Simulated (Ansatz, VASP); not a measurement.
# One calculation of InO, two programs

```xyz
4
Lattice="3.1426 0.0000 0.0000 -1.5713 2.7215 0.0000 0.0000 0.0000 18.8820" Properties=species:S:1:pos:R:3 pbc="T T T"
In    1.5713    0.9072   11.1314
In    1.5713    0.9072    7.7505
O     0.0000    0.0000   12.0821
O     0.0000    0.0000    6.7998
```

Alike in both runs: task single point; functional PBE; dispersion D3(BJ); k mesh 12 × 12 × 4; occupations gaussian, width 0.05 eV; no spin polarisation.

|  | VASP | Ansatz |
| --- | --- | --- |
| version | VASP 6.6.1 | Ansatz 0.2.0 |
| potentials or method | VASP PAW PBE potentials, release 64 (In_d, O), cutoff 600 eV | scalar-relativistic, plane waves, PAW |
| valence electrons in the cell | 38 | 38 |

```csv
,VASP,Ansatz,Ansatz less VASP
gap on the k mesh at the Fermi level (eV),none,none,-
rms of the force components (eV/Å),0.694,0.663,-0.0312
```

Atom by atom the forces differ by 0.034 eV/Å (rms over components). A gap of «none» marks a metal or a gap that the smearing closes. Ansatz's warnings: xc potential rough in thin density.
